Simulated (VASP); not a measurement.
Set up this calculation in VASP 6.6.1, as the native input.

```yaml
Task: single point
Functional: r2SCAN
Potentials_or_basis: VASP PAW PBE potentials, release 64 (Cd, Te)
Cutoff: 520 eV
k_mesh: 5 × 5 × 5
Occupations: gaussian, width 0.01 eV
Spin: no spin polarisation
Dipole_correction: no
Further_INCAR_settings: ALGO = Normal; EDIFF = 1e-06; NBANDS = 16
```

The system is CdTe.

```
CELL_PARAMETERS angstrom
0.00000 3.15067 3.15067
3.15067 0.00000 3.15067
3.15067 3.15067 0.00000
ATOMIC_POSITIONS crystal
Cd 0.00000 0.00000 0.00000
Te 0.25000 0.25000 0.25000
```

The input as run:

POSCAR

```
CdTe
1.0
    0.0000000000      3.1506674698      3.1506674698
    3.1506674698      0.0000000000      3.1506674698
    3.1506674698      3.1506674698      0.0000000000
Cd Te
1 1
Direct
    0.0000000000      0.0000000000      0.0000000000
    0.2500000000      0.2500000000      0.2500000000
```

INCAR.step1

```
SYSTEM = CdTe
PREC = Accurate ; ENCUT = 520
ISMEAR = 0 ; SIGMA = 0.01
LREAL = .False. ; LASPH = .True.
NELM = 80 ; NBANDS = 16
GGA = PE ; ALGO = Normal
EDIFF = 1E-4 ; LWAVE = .True.
LCHARG = .False.
```

INCAR.step2

```
SYSTEM = CdTe
PREC = Accurate ; ENCUT = 520
EDIFF = 1E-6 ; ISMEAR = 0
SIGMA = 0.01 ; LREAL = .False.
LASPH = .True. ; NELM = 80
ALGO = Normal ; ISIF = 2
LWAVE = .False. ; LCHARG = .False.
METAGGA = R2SCAN ; LMIXTAU = .True.
NBANDS = 16 ; ISTART = 1
```

KPOINTS

```
regular mesh
0
Gamma
  5 5 5
  0 0 0
```

Potentials or basis: VASP PAW PBE potentials, release 64 (Cd, Te).

Command:

```bash
$ cat potpaw_PBE.64/Cd/POTCAR potpaw_PBE.64/Te/POTCAR > POTCAR
$ cp INCAR.step1 INCAR
$ mpirun -np 1 vasp_std > vasp.out
$ cp INCAR.step2 INCAR
$ mpirun -np 1 vasp_std > vasp.out
```

Results of the run:

| Property | Result |
| --- | --- |
| Pressure | 6.6 GPa |
| Band gap on the k mesh | 1.55 eV, direct |

Caveat: the PAW data sets were made with another functional, which shifts forces and pressure a little; spin-orbit coupling is left out, which moves the levels of the heavy elements.

It took 23 s on 1 thread of Intel(R) Xeon(R) 6975P-C (Granite Rapids), with other jobs on the host, peak memory 0.21 GiB.
